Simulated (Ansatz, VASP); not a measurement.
One calculation of Ga2O, two programs

```
CELL_PARAMETERS angstrom
3.75268 0.00000 0.00000
-1.87634 3.24992 0.00000
0.00000 0.00000 3.73705
ATOMIC_POSITIONS crystal
Ga 0.66667 0.33333 0.50000
Ga 0.33333 0.66667 0.50000
O 0.00000 0.00000 0.00000
```

Change from the starting cell: species swapped into the GdGa2 type (P6/mmm, No. 191).

Alike in both runs: task single point; functional PBE; k mesh 6 × 6 × 6; occupations gaussian, width 0.1 eV; collinear spin.

|  | VASP | Ansatz |
| --- | --- | --- |
| version | VASP 6.6.1 | Ansatz 0.2.0 |
| potentials or method | VASP PAW PBE potentials, release 64 (Ga_d, O), cutoff 520 eV | scalar-relativistic, plane waves, PAW |
| valence electrons in the cell | 32 | 32 |

Ansatz gave:

```
gap on the k mesh at the Fermi level (eV)                     : none
pressure (GPa)                                                : 19.2
traceless stress, the component that is largest in VASP (GPa) : -31.56
net moment per atom (μB)                                      : 0.00
```

**Question.** What did VASP give for the same quantities?

**Answer.** gap on the k mesh at the Fermi level (eV): none; pressure (GPa): 19.3; traceless stress, the component that is largest in VASP (GPa): -31.76; net moment per atom (μB): 0.00.

A gap of «none» marks a metal or a gap that the smearing closes. Ansatz's warnings: seeded moment not kept.
